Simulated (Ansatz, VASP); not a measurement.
Sr in VASP and in Ansatz

```xyz
2
Lattice="3.8799 0.0000 0.0000 -1.9400 4.1593 0.0000 0.0000 0.0000 6.3970" Properties=species:S:1:pos:R:3 pbc="T T T"
Sr    0.0000    2.7729    1.5993
Sr    1.9400    1.3864    4.7978
```

Change from the starting cell: strain +e along x and -e along y -0.1100, strain +e along z and -e/2 along x and y -0.0700.

Alike in both runs: task single point; functional PBEsol; k mesh 12 × 12 × 8; occupations gaussian, width 0.15 eV; no spin polarisation.

|  | VASP | Ansatz |
| --- | --- | --- |
| version | VASP 6.6.1 | Ansatz 0.2.0 |
| potentials or method | VASP PAW PBE potentials, release 64 (Sr_sv), cutoff 520 eV | scalar-relativistic, plane waves, PAW |
| valence electrons in the cell | 20 | 20 |

Ansatz gave:

- gap on the k mesh at the Fermi level (eV): none
- pressure (GPa): 0.6
- traceless stress, the component that is largest in VASP (GPa): -2.87
- rms of the force components (eV/Å): 0.161

Problem. Estimate VASP's values.

Solution. gap on the k mesh at the Fermi level (eV): none; pressure (GPa): 0.6; traceless stress, the component that is largest in VASP (GPa): -2.88; rms of the force components (eV/Å): 0.161.

VASP's potentials were made for PBE, not for PBEsol. Atom by atom the forces differ by 0.000 eV/Å (rms over components). A gap of «none» marks a metal or a gap that the smearing closes. With one functional, cell and mesh, what is left measures potentials, basis and numerics.
